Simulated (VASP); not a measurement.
Set up this calculation in VASP 6.6.1, as the native input.

```yaml
Task: single point
Functional: PBE
Potentials_or_basis: VASP PAW PBE potentials, release 64 (Mn_pv, O)
Cutoff: 520 eV
k_mesh: 6 × 6 × 6
Occupations: gaussian, width 0.1 eV
Spin: collinear spin, ferromagnetic start
Starting_moments: "[4.0, 0.0, 0.0] μB"
Dipole_correction: no
Further_INCAR_settings: ALGO = Normal; EDIFF = 1e-06; NBANDS = 24
```

The structure of MnO2 lies in POSCAR:

```
MnO2
1.0
    0.0000000000      2.3631764945      2.3631764945
    2.3631764945      0.0000000000      2.3631764945
    2.3631764945      2.3631764945      0.0000000000
Mn O
1 2
Direct
    0.0000000000      0.0000000000      0.0000000000
    0.2500000000      0.2500000000      0.2500000000
    0.7500000000      0.7500000000      0.7500000000
```

These files were run (other wordings do the same):

INCAR

```
SYSTEM = MnO2
PREC = Accurate
ENCUT = 520
EDIFF = 1E-6
ISMEAR = 0
SIGMA = 0.1
LREAL = .False.
LASPH = .True.
NELM = 150
ALGO = Normal
ISIF = 2
LWAVE = .False.
LCHARG = .False.
ISPIN = 2
MAGMOM = 4 0 0
LORBIT = 11
LMAXMIX = 4
GGA = PE
NBANDS = 24
```

KPOINTS

```
regular mesh
0
Gamma
  6 6 6
  0 0 0
```

Potentials or basis: VASP PAW PBE potentials, release 64 (Mn_pv, O).

Run with:

```console
$ cat potpaw_PBE.64/Mn_pv/POTCAR potpaw_PBE.64/O/POTCAR > POTCAR
$ mpirun -np 1 vasp_std > vasp.out
```

Results of the run:

The pressure is 7.7 GPa. The band gap on the k mesh is zero (filled and empty bands overlap), the net moment is 3.00 μB per cell and the site moments are Mn +3.17; O -0.12 μB. The valence electrons inside the program's atomic spheres are Mn 11.44; O 4.98.

Caveat: the k points lie up to 0.38 Å⁻¹ apart; a cell with one magnetic atom can't hold antiferromagnetic order, which such compounds often take; semilocal functionals often make such compounds metallic where correlation or magnetic order opens a gap, which also shifts bond lengths.

Run time: 50 s on 1 thread of Intel(R) Xeon(R) Platinum 8259CL CPU @ 2.50GHz (Skylake/Cascade Lake), on a shared host, peak memory 0.18 GiB.
